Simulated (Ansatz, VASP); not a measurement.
## Two plane-wave programs on GaP

```
Ga P
1.0
     0.00000    2.72525    2.86151
     2.72525    0.00000    2.86151
     2.72525    2.72525    0.00000
Ga P
1 1
Direct
  0.00000 0.00000 0.00000
  0.25000 0.25000 0.25000
```

Alike in both runs: task single point; functional PBE; k mesh 6 × 6 × 6; occupations gaussian, width 0.05 eV; no spin polarisation.

|  | VASP | Ansatz |
| --- | --- | --- |
| version | VASP 6.6.1 | Ansatz 0.2.0 |
| potentials or method | VASP PAW PBE potentials, release 64 (Ga_d, P), cutoff 500 eV | plane waves, PAW |
| valence electrons in the cell | 18 | 18 |

|  | VASP | Ansatz | Ansatz less VASP |
| --- | --- | --- | --- |
| pressure (GPa) | -1.4 | -1.4 | +0.07 |
| traceless stress, the component that is largest in VASP (GPa) | -2.57 | -2.57 | +0.003 |

Ansatz's warnings: stress scf threshold loose.
